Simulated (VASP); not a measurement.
# Al5Cu (P-62m) in VASP: a series of runs

Al5Cu is run at these levels: PBE; tasks: single point, relaxation of cell and atoms.

All numbers are computed with VASP 6.6.1; they aren't measurements. Logs are shortened: lines on timing, memory, paths and dates and some standing lists are left out, and cuts for length are marked.

## 1. The cell of the first run

The structure is hexagonal, space group P-62m (No. 189). Conventional cell: a = 4.863 Å, b = 4.863 Å, c = 4.438 Å, α = 90.00°, β = 90.00°, γ = 120.00°. Within 3.6 Å of Al (site symmetry -6) lie 9 Al at 2.75 to 2.81 Å and 3 Cu at 2.81 Å. Within 3.6 Å of Al (site symmetry m2m) lie 2 Cu at 2.75 Å and 10 Al at 2.75 to 2.81 Å. Within 3.6 Å of Cu (site symmetry -62m) lie 12 Al at 2.75 to 2.81 Å.

## 2. Single point, PBE

Input file INCAR:

```
ALGO = Fast ; EDIFF = 1E-6
ENCUT = 520 ; GGA = PE
ISIF = 2 ; ISMEAR = 0
LASPH = True ; LCHARG = True
LELF = True ; LREAL = False
LVHAR = True ; LWAVE = False
NBANDS = 22 ; NELM = 80
PREC = Accurate ; SIGMA = 0.1
```

Input file KPOINTS:

```
k-points
0
Gamma
  6 6 4
```

Input file POSCAR:

```
Al5Cu
1.0
    4.8626016200      0.0000000000      0.0000000000
   -2.4313008100      4.2111365400      0.0000000000
    0.0000000000      0.0000000000      4.4380254200
Al Cu
5 1
Direct
    0.6666666700      0.3333333300      0.0000000000
    0.3333333300      0.6666666700      0.0000000000
    0.3333333300      0.0000000000      0.5000000000
    0.0000000000      0.3333333300      0.5000000000
    0.6666666700      0.6666666700      0.5000000000
    0.0000000000      0.0000000000      0.0000000000
```

Potentials or basis: VASP PAW PBE potentials, release 64 (Al, Cu).

Started as:

```
$ cat potpaw_PBE.64/Al/POTCAR potpaw_PBE.64/Cu/POTCAR > POTCAR
$ mpirun -np 1 vasp_std > vasp.out
```

OUTCAR:

```text
EDIFF = 1E-6
   ENCUT = 520
   GGA = PE
   ISIF = 2
   ISMEAR = 0
   LASPH = True
   LREAL = False
   NELM = 80
   PREC = Accurate

 ion  position               nearest neighbor table
   1  0.667  0.333  0.000-   4 2.75   4 2.75   3 2.75   3 2.75   5 2.75   5 2.75   6 2.81   2 2.81
                             2 2.81   6 2.81   6 2.81   2 2.81
   2  0.333  0.667  0.000-   3 2.75   3 2.75   4 2.75   4 2.75   5 2.75   5 2.75   6 2.81   1 2.81
                             1 2.81   6 2.81   6 2.81   1 2.81
   3  0.333  0.000  0.500-   6 2.75   6 2.75   2 2.75   2 2.75   1 2.75   1 2.75   4 2.81   5 2.81
                             5 2.81   4 2.81   4 2.81   5 2.81
   4  0.000  0.333  0.500-   1 2.75   1 2.75   6 2.75   6 2.75   2 2.75   2 2.75   3 2.81   5 2.81
                             5 2.81   5 2.81   3 2.81   3 2.81
   5  0.667  0.667  0.500-   6 2.75   6 2.75   2 2.75   2 2.75   1 2.75   1 2.75   3 2.81   4 2.81
                             3 2.81   4 2.81   4 2.81   3 2.81
   6  0.000  0.000  0.000-   3 2.75   3 2.75   5 2.75   4 2.75   4 2.75   5 2.75   1 2.81   2 2.81
                             1 2.81   2 2.81   1 2.81   2 2.81

  LATTYP: Found a hexagonal cell.
 ALAT       =     4.8626016200
 C/A-ratio  =     0.9126853826

  Lattice vectors:

 A1 = (   4.8626016200,   0.0000000000,   0.0000000000)
 A2 = (  -2.4313008100,   4.2111365400,   0.0000000000)
 A3 = (   0.0000000000,   0.0000000000,   4.4380254200)

Analysis of symmetry for initial positions (statically):
=====================================================================
 Subroutine PRICEL returns:
 Original cell was already a primitive cell.

 Routine SETGRP: Setting up the symmetry group for a
 hexagonal supercell.

 Subroutine GETGRP returns: Found 12 space group operations
 (whereof 12 operations were pure point group operations)
 out of a pool of 24 trial point group operations.

The static configuration has the point symmetry D_3h.

Analysis of symmetry for dynamics (positions and initial velocities):
=====================================================================
 Subroutine PRICEL returns:
 Original cell was already a primitive cell.

 Routine SETGRP: Setting up the symmetry group for a
 hexagonal supercell.

 Subroutine GETGRP returns: Found 12 space group operations
 (whereof 12 operations were pure point group operations)
 out of a pool of 24 trial point group operations.

The dynamic configuration has the point symmetry D_3h.

 Subroutine INISYM returns: Found 12 space group operations
 (whereof 12 operations are pure point group operations),
 and found     1 'primitive' translations

----------------------------------------------------------------------------------------

                                     Primitive cell

  volume of cell :      90.8778

  direct lattice vectors                    reciprocal lattice vectors
     4.862601620  0.000000000  0.000000000     0.205651229  0.118732792  0.000000000
    -2.431300810  4.211136540  0.000000000     0.000000000  0.237465585  0.000000000
     0.000000000  0.000000000  4.438025420     0.000000000  0.000000000  0.225325433

  length of vectors
     4.862601620  4.862601627  4.438025420     0.237465585  0.237465585  0.225325433

  position of ions in fractional coordinates (direct lattice)
     0.666666670  0.333333330  0.000000000
     0.333333330  0.666666670  0.000000000
     0.333333330  0.000000000  0.500000000
     1.000000000  0.333333330  0.500000000
     0.666666670  0.666666670  0.500000000
     0.000000000  0.000000000  0.000000000

  ion indices of the primitive-cell ions
   primitive index   ion index
                 1           1
                 2           2
                 3           3
                 4           4
                 5           5
                 6           6

----------------------------------------------------------------------------------------

 KPOINTS: k-points

Automatic generation of k-mesh.
 Grid dimensions read from file:
 generate k-points for:    6    6    4

 Generating k-lattice:

  Cartesian coordinates                     Fractional coordinates (reciprocal lattice)
     0.034275205  0.019788799  0.000000000     0.166666667 -0.000000000  0.000000000
     0.000000000  0.039577597  0.000000000     0.000000000  0.166666667  0.000000000
     0.000000000  0.000000000  0.056331358     0.000000000  0.000000000  0.250000000

  Length of vectors
     0.039577597  0.039577597  0.056331358

  Shift w.r.t. Gamma in fractional coordinates (k-lattice)
     0.000000000  0.000000000  0.000000000

 Subroutine IBZKPT returns following result:
 ===========================================

 Found     21 irreducible k-points:

 Following reciprocal coordinates:
            Coordinates               Weight
  0.000000  0.000000  0.000000      1.000000
  0.166667  0.000000  0.000000      6.000000
  0.333333  0.000000  0.000000      6.000000
  0.500000  0.000000  0.000000      3.000000
  0.166667  0.166667  0.000000      6.000000
  0.333333  0.166667  0.000000     12.000000
[... 13 lines left out ...]
  0.333333  0.166667  0.500000     12.000000
  0.333333  0.333333  0.500000      2.000000
   k-points           NKPTS =     21   k-points in BZ     NKDIM =     21   number of bands    NBANDS=     22
   number of dos      NEDOS =    301   number of ions     NIONS =      6
   total plane-waves  NPLWV =  46656
   dimension x,y,z NGX =    36 NGY =   36 NGZ =   36
   dimension x,y,z NGXF=    72 NGYF=   72 NGZF=   72
   ions per type =               5   1
   NGX,Y,Z   is equivalent  to a cutoff of  12.31, 12.31, 13.49 a.u.
   NGXF,Y,Z  is equivalent  to a cutoff of  24.62, 24.62, 26.97 a.u.
 SYSTEM =  unknown system
   PREC   = accura    normal or accurate (medium, high low for compatibility)
   ISTART =      0    job   : 0-new  1-cont  2-samecut
   ICHARG =      2    charge: 1-file 2-atom 10-const
   ISPIN  =      1    spin polarized calculation?
   LNONCOLLINEAR =      F non collinear calculations
   LSORBIT =      F    spin-orbit coupling
   LASPH  =      T    aspherical Exc in radial PAW
   ENCUT  =  520.0 eV  38.22 Ry    6.18 a.u.   9.04  9.04  8.25*2*pi/ulx,y,z
   NELM   =     80;   NELMIN=  2; NELMDL= -5     # of ELM steps
   EDIFF  = 0.1E-05   stopping-criterion for ELM
   LREAL  =      F    real-space projection
[... 7 lines left out ...]
   TEBEG  =    0.0;   TEEND  =   0.0 temperature during run
   PSTRESS=    0.0 pullay stress
   NELECT =      26.0000    total number of electrons
   NUPDOWN=      -1.0000    fix difference up-down
   EMIN   =  10.00;   EMAX   =-10.00  energy-range for DOS
   EFERMI =   0.00;   METHOD = LEGACY
   ISMEAR =     0;   SIGMA  =   0.10  broadening in eV -4-tet -1-fermi 0-gaus
   EFERMI_NEDOS =   21; number of points for ismear=-14 and -15
   IALGO  =     68    algorithm
   IMIX   =      4    mixing-type and parameters
     AMIX     =   0.40;   BMIX     =  1.00
     AMIX_MAG =   1.60;   BMIX_MAG =  1.00
  volume/ion in A,a.u.               =      15.15       102.21
  Fermi-wavevector in a.u.,A,eV,Ry     =   1.078731  2.038507 15.832577  1.163662
  Thomas-Fermi vector in A             =   2.214678
   LORBIT       =      0    0 simple, 1 ext, 2 COOP (PROOUT), +10 PAW based schemes
   GGA     = PE    functional components
   LHFCALC =     F    Hartree Fock is set to
   AEXX    =    0.0000 exact exchange contribution
   IVDW    =     0    specifies the selected vdW correction
   LEPSILON=     F    determine dielectric tensor
   LRPA    =     F    only Hartree local field effects (RPA)
 non-spin polarized calculation
 RMM-DIIS sequential band-by-band and
 Gauss-broadening in eV      SIGMA  =   0.10
  energy-cutoff  :      520.00
  volume of cell :       90.88
 maximum number of plane-waves:      2472
   NGX = 19   NGY = 19   NGZ = 17

 number of electron      26.0000022 magnetization

 Free energy of the ion-electron system (eV)
  ---------------------------------------------------
  ext. energy  EPLUGINS =         0.00000000
  ---------------------------------------------------
  free energy    TOTEN  =       -22.31498126 eV

  energy without entropy =      -22.30614957  energy(sigma->0) =      -22.31056541

 E-fermi :   8.5594     XC(G=0): -10.6609

 val. band max:        8.5411124008   @ k =   0.3333   0.3333   0.2500
 cond. band min:       8.5623137621   @ k =   0.1667   0.1667   0.0000
 fundamental gap:      0.0212013613
 Fermi energy:         8.5594349341

 k-point     1 :       0.0000    0.0000    0.0000
  band No.  band energies     occupation
      1      -2.8906      2.00000
      2       3.5335      2.00000
      3       3.9353      2.00000
      4       3.9353      2.00000
      5       4.1630      2.00000
      6       4.7107      2.00000
[... 14 lines left out ...]
     21      13.4340      0.00000
     22      13.9202      0.00000

 k-point     2 :       0.1667    0.0000    0.0000
  band No.  band energies     occupation
      1      -2.6595      2.00000
      2       2.5674      2.00000
      3       3.4327      2.00000
      4       3.7838      2.00000
      5       4.2189      2.00000
      6       4.5318      2.00000
[... 14 lines left out ...]
     21      13.1386      0.00000
     22      14.5333      0.00000

 k-point     3 :       0.3333    0.0000    0.0000
  band No.  band energies     occupation
      1      -1.9729      2.00000
      2       0.7361      2.00000
      3       3.0332      2.00000
      4       3.4819      2.00000
      5       4.3113      2.00000
      6       4.5255      2.00000
[... 14 lines left out ...]
     21      14.1059      0.00000
     22      14.4550      0.00000
[... 401 lines left out ...]
 k-point    20 :       0.3333    0.1667    0.5000
  band No.  band energies     occupation
      1       0.2955      2.00000
      2       0.7552      2.00000
      3       1.6295      2.00000
      4       2.0789      2.00000
      5       2.8985      2.00000
      6       3.5647      2.00000
[... 14 lines left out ...]
     21      15.0160      0.00000
     22      15.0516      0.00000

 k-point    21 :       0.3333    0.3333    0.5000
  band No.  band energies     occupation
      1       1.2244      2.00000
      2       1.2244      2.00000
      3       1.6273      2.00000
      4       1.6273      2.00000
      5       1.8073      2.00000
      6       2.5967      2.00000
[... 14 lines left out ...]
     21      15.5042      0.00000
     22      16.2058      0.00000

------------------------ aborting loop because EDIFF is reached ----------------------------------------

  FORCE on cell =-STRESS in cart. coord.  units (eV):
  Direction    XX          YY          ZZ          XY          YZ          ZX
  --------------------------------------------------------------------------------------
  -------------------------------------------------------------------------------------
  Total        2.0264442      2.0264442      1.6243294      0.0000000     -0.0000000     -0.0000000
  in kB       35.7262503     35.7262504     28.6369580      0.0000000     -0.0000000     -0.0000000
  external PRESSURE =      33.3631529 kB  Pullay stress =       0.0000000 kB

 VOLUME and BASIS-vectors are now :
 -----------------------------------------------------------------------------
  energy-cutoff  :      520.00
  volume of cell :       90.88
      direct lattice vectors                 reciprocal lattice vectors
     4.862601620  0.000000000  0.000000000     0.205651229  0.118732792  0.000000000
    -2.431300810  4.211136540  0.000000000     0.000000000  0.237465585  0.000000000
     0.000000000  0.000000000  4.438025420     0.000000000  0.000000000  0.225325433

 POSITION                                       TOTAL-FORCE (eV/Angst)
 -----------------------------------------------------------------------------------
      2.43130      1.40371      0.00000         0.000000     -0.000000      0.000000
     -0.00000      2.80742      0.00000         0.000000      0.000000      0.000000
      1.62087      0.00000      2.21901        -0.418333     -0.000000      0.000000
     -0.81043      1.40371      2.21901         0.209166     -0.362287      0.000000
      1.62087      2.80742      2.21901         0.209166      0.362287      0.000000
      0.00000      0.00000      0.00000        -0.000000      0.000000      0.000000
 -----------------------------------------------------------------------------------
    total drift:                                0.000001      0.000001      0.000000

  FREE ENERGIE OF THE ION-ELECTRON SYSTEM (eV)
  ---------------------------------------------------
  free  energy   TOTEN  =       -22.3149812577 eV

  energy  without entropy=      -22.3061495655  energy(sigma->0) =      -22.31056541
```

Wall time 36 s (1 thread of AMD EPYC 9R45 (Zen 5), shared host); peak memory 0.18 GiB.

What came out:

```
Free energy            : -22.3150 eV
Pressure               : 3.3 GPa
Largest force          : 0.418 eV/Å
Band gap on the k mesh : zero (bands 13 and 14 overlap by 2.89 eV)
```

Forces on the atoms (eV/Å):
```
Al   0.000  0.000  0.000
Al   0.000  0.000  0.000
Al  -0.418  0.000  0.000
Al   0.209 -0.362  0.000
Al   0.209  0.362  0.000
Cu   0.000  0.000  0.000
```

Levels at points of the mesh, in eV from the Fermi level:
| k point | band 10 | band 11 | band 12 | band 13 | band 14 | band 15 | band 16 | band 17 |
| --- | --- | --- | --- | --- | --- | --- | --- | --- |
| (0.00, 0.00, 0.00) | -2.91 | -2.91 | -2.18 | -2.18 | -1.68 | 2.41 | 2.99 | 2.99 |
| (0.50, 0.00, 0.00) | -2.20 | -1.91 | -1.84 | -0.77 | 1.31 | 1.91 | 2.42 | 2.70 |
| (0.00, 0.00, 0.50) | -1.62 | -1.62 | -1.31 | -1.31 | -1.05 | -0.55 | -0.55 | -0.03 |
| (0.50, 0.00, 0.50) | -3.45 | -3.38 | -2.13 | -1.77 | 3.59 | 3.75 | 4.37 | 4.47 |

Caveat: the cell stands under pressure.

(Part 1 of 2 ends here.)

The gap in the log of VASP goes by the Fermi energy; the results here count the filled bands.